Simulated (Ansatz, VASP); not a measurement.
Be2C: VASP beside Ansatz

```
CELL_PARAMETERS angstrom
0.00000 2.15336 2.15336
2.15336 0.00000 2.15336
2.15336 2.15336 0.00000
ATOMIC_POSITIONS crystal
C 0.00000 0.00000 0.00000
Be 0.25000 0.25000 0.25000
Be 0.75000 0.75000 0.75000
```

Change from the starting cell: hydrostatic strain -0.3%.

Alike in both runs: task single point; functional HSE06; k mesh 8 × 8 × 8; no spin polarisation.

```csv
,VASP,Ansatz
version,VASP 6.6.1,Ansatz 0.2.0
potentials or method,"VASP PAW PBE potentials, release 64 (C, Be)","plane waves, PAW"
plane-wave cutoff (eV),520,420
occupations,"gaussian, width 0.01 eV",fixed
valence electrons in the cell,8,8
```

|  | VASP | Ansatz | Ansatz less VASP |
| --- | --- | --- | --- |
| gap on the k mesh at the Fermi level (eV) | 1.91 | 1.92 | +0.012 |
| pressure (GPa) | 0.2 | -0.1 | -0.27 |

Ansatz's warnings: stress exchange threshold loose, stress scf threshold loose.
